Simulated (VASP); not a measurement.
# LiSi2Ni6 (P-3m1) in VASP: single point with PBE

Aim: the single point of LiSi2Ni6 with PBE.

Program: VASP 6.6.1. These are calculated values, not measurements. Logs are shortened: lines on timing, memory, paths and dates and some standing lists are left out, and cuts for length are marked.

### Step 1. The cell of the first run

Symmetry: P-3m1, No. 164, trigonal system. The conventional cell has a = 3.862 Å, b = 3.862 Å, c = 7.619 Å, α = 90.00°, β = 90.00°, γ = 120.00°. Li (site symmetry -3m) has 12 Ni at 2.35 to 2.86 Å and 2 Si at 2.45 Å within 3.1 Å. Within 3.1 Å of Si (site symmetry 3m) lie 12 Ni at 2.32 to 2.96 Å and 1 Li at 2.45 Å and 1 Si at 2.72 Å. Within 3.1 Å of Ni (site symmetry 3m) lie 3 Li at 2.35 Å and 8 Ni at 2.47 to 2.68 Å and 3 Si at 2.81 Å. Ni (site symmetry 3m) has 6 Si at 2.36 to 2.96 Å and 8 Ni at 2.47 to 2.64 Å within 3.1 Å. Within 3.1 Å of Ni (site symmetry 3m) lie 3 Si at 2.32 Å and 8 Ni at 2.47 to 2.64 Å and 3 Li at 2.86 Å.

### Step 2. Single point, PBE

File INCAR:

```
PREC = Accurate ; ENCUT = 520
EDIFF = 1E-6 ; ISMEAR = 0
SIGMA = 0.1 ; LREAL = False
LASPH = True ; NELM = 80
ALGO = Fast ; ISIF = 2
LWAVE = False ; LCHARG = False
GGA = PE ; NBANDS = 46
```

File KPOINTS:

```
Automatic mesh
0
Gamma
  12 12 6
```

File POSCAR:

```
LiSi2Ni6
1.0
    3.8616178302      0.0000000000      0.0000000000
   -1.9308089151      3.3442591406      0.0000000000
    0.0000000000      0.0000000000      7.6193838576
Li Si Ni
1 2 6
Direct
    0.0000000000      0.0000000000      0.0000000000
    0.0000000000      0.0000000000      0.3216493204
    0.0000000000      0.0000000000      0.6783506796
    0.3333333333      0.6666666667      0.0974473357
    0.3333333333      0.6666666667      0.4222345989
    0.3333333333      0.6666666667      0.7639293379
    0.6666666667      0.3333333333      0.2360706621
    0.6666666667      0.3333333333      0.5777654011
    0.6666666667      0.3333333333      0.9025526643
```

Potentials or basis: VASP PAW PBE potentials, release 64 (Li_sv, Si, Ni).

Command:

```
$ cat potpaw_PBE.64/Li_sv/POTCAR potpaw_PBE.64/Si/POTCAR potpaw_PBE.64/Ni/POTCAR > POTCAR
$ mpirun -np 1 vasp_std > vasp.out
```

OUTCAR:

```text
PREC = Accurate
   ENCUT = 520
   EDIFF = 1E-6
   ISMEAR = 0
   LREAL = False
   LASPH = True
   NELM = 80
   ISIF = 2
   GGA = PE

 ion  position               nearest neighbor table
   1  0.000  0.000  0.000-   4 2.35   9 2.35   4 2.35   9 2.35   9 2.35   4 2.35   2 2.45   3 2.45

   2  0.000  0.000  0.322-   7 2.32   7 2.32   7 2.32   5 2.36   5 2.36   5 2.36   1 2.45   3 2.72
                             4 2.81   4 2.81   4 2.81   8 2.96   8 2.96   8 2.96
   3  0.000  0.000  0.678-   6 2.32   6 2.32   6 2.32   8 2.36   8 2.36   8 2.36   1 2.45   2 2.72
                             9 2.81   9 2.81   9 2.81   5 2.96   5 2.96   5 2.96
   4  0.333  0.667  0.097-   1 2.35   1 2.35   1 2.35   7 2.47   7 2.47   7 2.47   5 2.47   6 2.54
                             9 2.68   9 2.68   9 2.68   2 2.81   2 2.81   2 2.81
   5  0.333  0.667  0.422-   2 2.36   2 2.36   2 2.36   4 2.47   8 2.52   8 2.52   8 2.52   6 2.60
                             7 2.64   7 2.64   7 2.64   3 2.96   3 2.96   3 2.96
   6  0.333  0.667  0.764-   3 2.32   3 2.32   3 2.32   9 2.47   9 2.47   9 2.47   4 2.54   5 2.60
                             8 2.64   8 2.64   8 2.64
   7  0.667  0.333  0.236-   2 2.32   2 2.32   2 2.32   4 2.47   4 2.47   4 2.47   9 2.54   8 2.60
                             5 2.64   5 2.64   5 2.64
   8  0.667  0.333  0.578-   3 2.36   3 2.36   3 2.36   9 2.47   5 2.52   5 2.52   5 2.52   7 2.60
                             6 2.64   6 2.64   6 2.64   2 2.96   2 2.96   2 2.96
   9  0.667  0.333  0.903-   1 2.35   1 2.35   1 2.35   6 2.47   6 2.47   6 2.47   8 2.47   7 2.54
                             4 2.68   4 2.68   4 2.68   3 2.81   3 2.81   3 2.81

  LATTYP: Found a hexagonal cell.
 ALAT       =     3.8616178302
 C/A-ratio  =     1.9731066596

  Lattice vectors:

 A1 = (   3.8616178302,   0.0000000000,   0.0000000000)
 A2 = (  -1.9308089151,   3.3442591406,   0.0000000000)
 A3 = (   0.0000000000,   0.0000000000,   7.6193838576)

Analysis of symmetry for initial positions (statically):
=====================================================================
 Subroutine PRICEL returns:
 Original cell was already a primitive cell.

 Routine SETGRP: Setting up the symmetry group for a
 hexagonal supercell.

 Subroutine GETGRP returns: Found 12 space group operations
 (whereof 12 operations were pure point group operations)
 out of a pool of 24 trial point group operations.

The static configuration has the point symmetry D_3d.

Analysis of symmetry for dynamics (positions and initial velocities):
=====================================================================
 Subroutine PRICEL returns:
 Original cell was already a primitive cell.

 Routine SETGRP: Setting up the symmetry group for a
 hexagonal supercell.

 Subroutine GETGRP returns: Found 12 space group operations
 (whereof 12 operations were pure point group operations)
 out of a pool of 24 trial point group operations.

The dynamic configuration has the point symmetry D_3d.

 Subroutine INISYM returns: Found 12 space group operations
 (whereof 12 operations are pure point group operations),
 and found     1 'primitive' translations

----------------------------------------------------------------------------------------

                                     Primitive cell

  volume of cell :      98.3986

  direct lattice vectors                    reciprocal lattice vectors
     3.861617830  0.000000000  0.000000000     0.258958821  0.149509945  0.000000000
    -1.930808915  3.344259141  0.000000000     0.000000000  0.299019890  0.000000000
     0.000000000  0.000000000  7.619383858     0.000000000  0.000000000  0.131244208

  length of vectors
     3.861617830  3.861617830  7.619383858     0.299019890  0.299019890  0.131244208

  position of ions in fractional coordinates (direct lattice)
     0.000000000  0.000000000  0.000000000
     0.000000000  0.000000000  0.321649320
     0.000000000  0.000000000  0.678350680
     0.333333333  0.666666667  0.097447336
     0.333333333  0.666666667  0.422234599
     0.333333333  0.666666667  0.763929338
     0.666666667  0.333333333  0.236070662
     0.666666667  0.333333333  0.577765401
     0.666666667  0.333333333  0.902552664

  ion indices of the primitive-cell ions
   primitive index   ion index
                 1           1
                 2           2
                 3           3
                 4           4
                 5           5
                 6           6
                 7           7
                 8           8
                 9           9

----------------------------------------------------------------------------------------

 KPOINTS: Automatic mesh

Automatic generation of k-mesh.
 Grid dimensions read from file:
 generate k-points for:   12   12    6

 Generating k-lattice:

  Cartesian coordinates                     Fractional coordinates (reciprocal lattice)
     0.021579902  0.012459162  0.000000000     0.083333333  0.000000000  0.000000000
     0.000000000  0.024918324  0.000000000     0.000000000  0.083333333  0.000000000
     0.000000000  0.000000000  0.021874035     0.000000000  0.000000000  0.166666667

  Length of vectors
     0.024918324  0.024918324  0.021874035

  Shift w.r.t. Gamma in fractional coordinates (k-lattice)
     0.000000000  0.000000000  0.000000000

 Subroutine IBZKPT returns following result:
 ===========================================

 Found    100 irreducible k-points:

 Following reciprocal coordinates:
            Coordinates               Weight
  0.000000  0.000000  0.000000      1.000000
  0.083333  0.000000  0.000000      6.000000
  0.166667  0.000000  0.000000      6.000000
  0.250000  0.000000  0.000000      6.000000
  0.333333  0.000000  0.000000      6.000000
  0.416667  0.000000  0.000000      6.000000
[... 16 lines left out ...]
  0.166667  0.000000  0.166667      6.000000
  0.000000  0.166667  0.166667      6.000000
 [... further k-points ...]
   k-points           NKPTS =    100   k-points in BZ     NKDIM =    100   number of bands    NBANDS=     46
   number of dos      NEDOS =    301   number of ions     NIONS =      9
   total plane-waves  NPLWV =  54000
   dimension x,y,z NGX =    30 NGY =   30 NGZ =   60
   dimension x,y,z NGXF=    60 NGYF=   60 NGZF=  120
   ions per type =               1   2   6
   NGX,Y,Z   is equivalent  to a cutoff of  12.92, 12.92, 13.09 a.u.
   NGXF,Y,Z  is equivalent  to a cutoff of  25.83, 25.83, 26.18 a.u.
 SYSTEM =  unknown system
   PREC   = accura    normal or accurate (medium, high low for compatibility)
   ISTART =      0    job   : 0-new  1-cont  2-samecut
   ICHARG =      2    charge: 1-file 2-atom 10-const
   ISPIN  =      1    spin polarized calculation?
   LNONCOLLINEAR =      F non collinear calculations
   LSORBIT =      F    spin-orbit coupling
   LASPH  =      T    aspherical Exc in radial PAW
   ENCUT  =  520.0 eV  38.22 Ry    6.18 a.u.   7.18  7.18 14.17*2*pi/ulx,y,z
   NELM   =     80;   NELMIN=  2; NELMDL= -5     # of ELM steps
   EDIFF  = 0.1E-05   stopping-criterion for ELM
   LREAL  =      F    real-space projection
   EDIFFG = 0.1E-04   stopping-criterion for IOM
   NSW    =      0    number of steps for IOM
   IBRION =     -1    ionic relax: 0-MD 1-quasi-New 2-CG
   NFREE  =      0    steps in history (QN), initial steepest desc. (CG)
   ISIF   =      2    stress and relaxation
   ISYM   =      2    0-nonsym 1-usesym 2-fastsym
   POTIM  = 0.5000    time-step for ionic-motion
   TEBEG  =    0.0;   TEEND  =   0.0 temperature during run
   PSTRESS=    0.0 pullay stress
   NELECT =      71.0000    total number of electrons
   NUPDOWN=      -1.0000    fix difference up-down
   EMIN   =  10.00;   EMAX   =-10.00  energy-range for DOS
   EFERMI =   0.00;   METHOD = LEGACY
   ISMEAR =     0;   SIGMA  =   0.10  broadening in eV -4-tet -1-fermi 0-gaus
   EFERMI_NEDOS =   21; number of points for ismear=-14 and -15
   IALGO  =     68    algorithm
   IMIX   =      4    mixing-type and parameters
     AMIX     =   0.40;   BMIX     =  1.00
     AMIX_MAG =   1.60;   BMIX_MAG =  1.00
  volume/ion in A,a.u.               =      10.93        73.78
  Fermi-wavevector in a.u.,A,eV,Ry     =   1.468356  2.774790 29.335090  2.156068
  Thomas-Fermi vector in A             =   2.583863
   LORBIT       =      0    0 simple, 1 ext, 2 COOP (PROOUT), +10 PAW based schemes
   GGA     = PE    functional components
   LHFCALC =     F    Hartree Fock is set to
   AEXX    =    0.0000 exact exchange contribution
   IVDW    =     0    specifies the selected vdW correction
   LEPSILON=     F    determine dielectric tensor
   LRPA    =     F    only Hartree local field effects (RPA)
 non-spin polarized calculation
 RMM-DIIS sequential band-by-band and
 Gauss-broadening in eV      SIGMA  =   0.10
  energy-cutoff  :      520.00
  volume of cell :       98.40
 maximum number of plane-waves:      2682
 NGX is ok and might be reduce to    30
   NGX = 15   NGY = 15   NGZ = 29

 number of electron      70.9999963 magnetization

 Free energy of the ion-electron system (eV)
  ---------------------------------------------------
  ext. energy  EPLUGINS =         0.00000000
  ---------------------------------------------------
  free energy    TOTEN  =       -48.24949740 eV

  energy without entropy =      -48.22194498  energy(sigma->0) =      -48.23572119

 E-fermi :   9.5166     XC(G=0): -12.5605

 val. band max:        9.5045613519   @ k =   0.1667   0.0833   0.3333
 cond. band min:       9.5226186058   @ k =   0.4167   0.0833   0.1667
 fundamental gap:      0.0180572539
 Fermi energy:         9.5166481753

 k-point     1 :       0.0000    0.0000    0.0000
  band No.  band energies     occupation
      1     -35.3388      2.00000
      2      -2.1201      2.00000
      3      -0.2071      2.00000
      4       2.7257      2.00000
      5       5.1710      2.00000
      6       5.1710      2.00000
[... 38 lines left out ...]
     45      15.7666      0.00000
     46      15.7862      0.00000

 k-point     2 :       0.0833    0.0000    0.0000
  band No.  band energies     occupation
      1     -35.3388      2.00000
      2      -2.0351      2.00000
      3      -0.1329      2.00000
      4       2.7941      2.00000
      5       5.0205      2.00000
      6       5.2089      2.00000
[... 38 lines left out ...]
     45      15.3828      0.00000
     46      15.6705      0.00000

 k-point     3 :       0.1667    0.0000    0.0000
  band No.  band energies     occupation
      1     -35.3385      2.00000
      2      -1.7847      2.00000
      3       0.0848      2.00000
      4       2.9873      2.00000
      5       4.6276      2.00000
      6       5.2314      2.00000
[... 38 lines left out ...]
     45      15.3978      0.00000
     46      15.6577      0.00000

 k-point     4 :       0.2500    0.0000    0.0000
  band No.  band energies     occupation
      1     -35.3382      2.00000
      2      -1.3844      2.00000
      3       0.4277      2.00000
      4       3.2343      2.00000
      5       4.1237      2.00000
      6       4.9984      2.00000
[... 920 lines left out ...]
     45      15.1724      0.00000
     46      15.9336      0.00000

 k-point    23 :       0.1667    0.0000    0.1667
  band No.  band energies     occupation
      1     -35.3385      2.00000
      2      -1.7661      2.00000
      3       0.0150      2.00000
      4       3.1590      2.00000
      5       4.6253      2.00000
      6       5.1291      2.00000
[... 38 lines left out ...]
     45      15.4271      0.00000
     46      15.6825      0.00000

 k-point    24 :       0.0000    0.1667    0.1667
  band No.  band energies     occupation
      1     -35.3385      2.00000
      2      -1.7661      2.00000
      3       0.0150      2.00000
      4       3.1516      2.00000
      5       4.6329      2.00000
      6       5.2367      2.00000
[... 38 lines left out ...]
     45      15.4327      0.00000
     46      15.7566      0.00000

 [... further k-points ...]

------------------------ aborting loop because EDIFF is reached ----------------------------------------

  FORCE on cell =-STRESS in cart. coord.  units (eV):
  Direction    XX          YY          ZZ          XY          YZ          ZX
  --------------------------------------------------------------------------------------
  -------------------------------------------------------------------------------------
  Total        0.0838033      0.0838033      0.0571515      0.0000000     -0.0000000      0.0000000
  in kB        1.3645280      1.3645280      0.9305705      0.0000000     -0.0000000      0.0000000
  external PRESSURE =       1.2198755 kB  Pullay stress =       0.0000000 kB

 VOLUME and BASIS-vectors are now :
 -----------------------------------------------------------------------------
  energy-cutoff  :      520.00
  volume of cell :       98.40
      direct lattice vectors                 reciprocal lattice vectors
     3.861617830  0.000000000  0.000000000     0.258958821  0.149509945  0.000000000
    -1.930808915  3.344259141  0.000000000     0.000000000  0.299019890  0.000000000
     0.000000000  0.000000000  7.619383858     0.000000000  0.000000000  0.131244208

 POSITION                                       TOTAL-FORCE (eV/Angst)
 -----------------------------------------------------------------------------------
      0.00000      0.00000      0.00000         0.000000      0.000000     -0.000000
      0.00000      0.00000      2.45077        -0.000000     -0.000000      0.022845
      0.00000      0.00000      5.16861         0.000000      0.000000     -0.022845
     -0.00000      2.22951      0.74249        -0.000000     -0.000000      0.018005
     -0.00000      2.22951      3.21717         0.000000      0.000000      0.016849
     -0.00000      2.22951      5.82067         0.000000      0.000000      0.011347
      1.93081      1.11475      1.79871        -0.000000     -0.000000     -0.011347
      1.93081      1.11475      4.40222        -0.000000     -0.000000     -0.016849
      1.93081      1.11475      6.87690        -0.000000      0.000000     -0.018005
 -----------------------------------------------------------------------------------
    total drift:                               -0.000000      0.000000      0.000000

  FREE ENERGIE OF THE ION-ELECTRON SYSTEM (eV)
  ---------------------------------------------------
  free  energy   TOTEN  =       -48.2494974046 eV

  energy  without entropy=      -48.2219449759  energy(sigma->0) =      -48.23572119
```

Run time: 25 min. Hardware: 1 thread of AMD EPYC 7R43 (Zen 3), shared host; peak memory 0.41 GiB.

What came out:

```
Free energy            : -48.2495 eV
Largest force          : 0.023 eV/Å
Band gap on the k mesh : zero (an odd number of electrons rules out a gap without spin polarisation)
```

Forces on the atoms (eV/Å):
```
Li   0.000  0.000  0.000
Si   0.000  0.000  0.023
Si   0.000  0.000 -0.023
Ni   0.000  0.000  0.018
Ni   0.000  0.000  0.017
Ni   0.000  0.000  0.011
Ni   0.000  0.000 -0.011
Ni   0.000  0.000 -0.017
Ni   0.000  0.000 -0.018
```

Caveat: the cutoff is under 1.25 times the usual one of these potentials, so pressure, stress and relaxed cells hold a basis-set (Pulay) error. Spin polarisation is off, so any magnetic state and its effect on volume and gap are missing.
